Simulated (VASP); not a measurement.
**MgO2: single point with PBEsol**

Crystal: MgO2.

```
Mg O
1.0
     1.54057    0.88945    3.63374
    -1.54057    0.88945    3.63374
     0.00000   -1.77890    3.63374
Mg O
1 2
Direct
  0.00000 0.00000 0.00000
  0.42879 0.42879 0.42879
  0.57121 0.57121 0.57121
```

This cell differs from its parent crystal: strain -0.040 along x and y, +0.040 along z.

```json
{
 "Program": "VASP 6.6.1",
 "Task": "single point",
 "Functional": "PBEsol",
 "Potentials or basis": "VASP PAW PBE potentials, release 64 (Mg, O)",
 "Cutoff": "520 eV",
 "k mesh": "12 × 12 × 12",
 "Occupations": "gaussian, width 0.05 eV",
 "Spin": "no spin polarisation",
 "Dipole correction": "no",
 "Further INCAR settings": "ALGO = Normal; EDIFF = 1e-07; NBANDS = 14"
}
```

* Pressure: -3.2 GPa
* Largest force: 1.439 eV/Å
* Band gap on the k mesh: 1.28 eV, direct

Forces in eV/Å, atoms in the order of the input:
```
Mg   0.000  0.000  0.000
O    0.000  0.000  1.439
O    0.000  0.000 -1.439
```

Stress tensor (GPa, compression positive):
```
  7.16   0.00   0.00
  0.00   7.16   0.00
  0.00   0.00 -23.82
```

Levels at points of the mesh, in eV from the valence-band top:
| k point | band 3 | band 4 | band 5 | band 6 | band 7 | band 8 | band 9 | band 10 | band 11 | band 12 |
| --- | --- | --- | --- | --- | --- | --- | --- | --- | --- | --- |
| (0.00, 0.00, 0.00) | -7.62 | -2.76 | -2.76 | -0.74 | -0.74 | 4.07 | 5.41 | 11.89 | 13.48 | 15.84 |
| (0.50, 0.00, 0.00) | -6.52 | -5.87 | -3.20 | -1.49 | -1.20 | 3.30 | 9.30 | 11.44 | 13.01 | 13.95 |
| (0.50, 0.50, 0.00) | -5.90 | -5.24 | -3.79 | -2.41 | -0.26 | 2.59 | 8.72 | 11.99 | 12.60 | 12.86 |
| (0.50, 0.50, 0.50) | -4.83 | -3.26 | -3.26 | 0.00 | 0.00 | 1.28 | 5.88 | 9.54 | 15.59 | 15.59 |

Wall time 44 s on 1 thread of Intel(R) Xeon(R) 6975P-C (Granite Rapids) (shared host), peak memory 0.22 GiB.

Caveat: the cell differs from its parent crystal (strain -0.040 along x and y, +0.040 along z); the PAW data sets were made with another functional, which shifts forces and pressure a little. A k mesh can miss the band edges.
